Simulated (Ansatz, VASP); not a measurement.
One calculation of BaTiO3, two programs

```xyz
5
Lattice="4.1800 0.0000 0.0000 0.0000 4.1800 0.0000 0.0000 0.0000 3.6977" Properties=species:S:1:pos:R:3 pbc="T T T"
Ba    0.0000    0.0000    0.0000
Ti    2.0900    2.0900    1.8489
O     2.0900    2.0900    0.0000
O     2.0900    0.0000    1.8489
O     0.0000    2.0900    1.8489
```

Change from the starting cell: strain +0.040 along x and y, -0.080 along z, atoms carried along.

Alike in both runs: task single point; functional PBE; k mesh 8 × 8 × 8; occupations gaussian, width 0.05 eV; no spin polarisation.

|  | VASP | Ansatz |
| --- | --- | --- |
| version | VASP 6.6.1 | Ansatz 0.2.0 |
| potentials or method | VASP PAW PBE potentials, release 64 (Ba_sv, Ti_sv, O), cutoff 520 eV | scalar-relativistic, plane waves, PAW |
| valence electrons in the cell | 40 | 40 |

Ansatz gave:

- gap on the k mesh at the Fermi level (eV): 1.54
- least direct gap on the mesh (eV): 1.68
- pressure (GPa): 4.4
- traceless stress, the component that is largest in VASP (GPa): 18.82

Task: Which values does VASP return?

Result: gap on the k mesh at the Fermi level (eV): 1.48; least direct gap on the mesh (eV): 1.63; pressure (GPa): 6.2; traceless stress, the component that is largest in VASP (GPa): 19.29.

With one functional, cell and mesh, what is left measures potentials, basis and numerics.

Spin-orbit coupling is off throughout.
